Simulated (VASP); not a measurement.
NaAl3O:

```
Na Al O
1.0
     4.40492    0.00000    0.00000
     0.00000    4.40492    0.00000
     0.00000    0.00000    4.40492
Na Al O
1 3 1
Direct
  0.00000 0.00000 0.00000
  0.50000 0.00000 0.00000
  0.00000 0.50000 0.00000
  0.00000 0.00000 0.50000
  0.50000 0.50000 0.50000
```

The cell was generated, and may not be a known phase.

| Property | Result |
| --- | --- |
| Program | VASP 6.6.1 |
| Task | relaxation of cell and atoms |
| Functional | PBE |
| Potentials or basis | VASP PAW PBE potentials, release 64 (Na_sv, Al, O) |
| Cutoff | 1130 eV |
| k mesh | 4 × 4 × 4 |
| Occupations | gaussian, width 0.1 eV |
| Spin | no spin polarisation |

At the start: pressure 21.1 GPa; volume 17.09 Å³/atom.

Where does the relaxation end?

Over 5 steps the energy falls by 444.4 meV/atom and the volume is 27.57 Å³/atom (+61.3 %); space group Pm-3m (No. 221, to 0.1 Å) before and after.

Step by step:
```tsv
step	energy change (eV)	largest force (eV/Å)	pressure (GPa)	volume (Å³)
1	0.0000	0.0000	21.11	85.47
2	-2.0151	0.0000	3.89	116.46
3	-2.1952	0.0000	1.19	128.31
4	-2.1182	0.0000	-1.62	154.37
5	-2.2220	0.0000	-0.20	137.83
```

Final structure:
```cif
data_structure
_symmetry_space_group_name_H-M 'P 1'
_symmetry_Int_Tables_number 1
_cell_length_a 5.1655
_cell_length_b 5.1655
_cell_length_c 5.1655
_cell_angle_alpha 90.000
_cell_angle_beta 90.000
_cell_angle_gamma 90.000
_cell_volume 137.83
loop_
_atom_site_label
_atom_site_type_symbol
_atom_site_fract_x
_atom_site_fract_y
_atom_site_fract_z
_atom_site_occupancy
Na1 Na 0.00000 0.00000 0.00000 1
Al1 Al 0.50000 0.00000 0.00000 1
Al2 Al 0.00000 0.50000 0.00000 1
Al3 Al 0.00000 0.00000 0.50000 1
O1 O 0.50000 0.50000 0.50000 1
```

Caveat: the volume moved by over 15 % at a fixed basis, so the end points are rough.
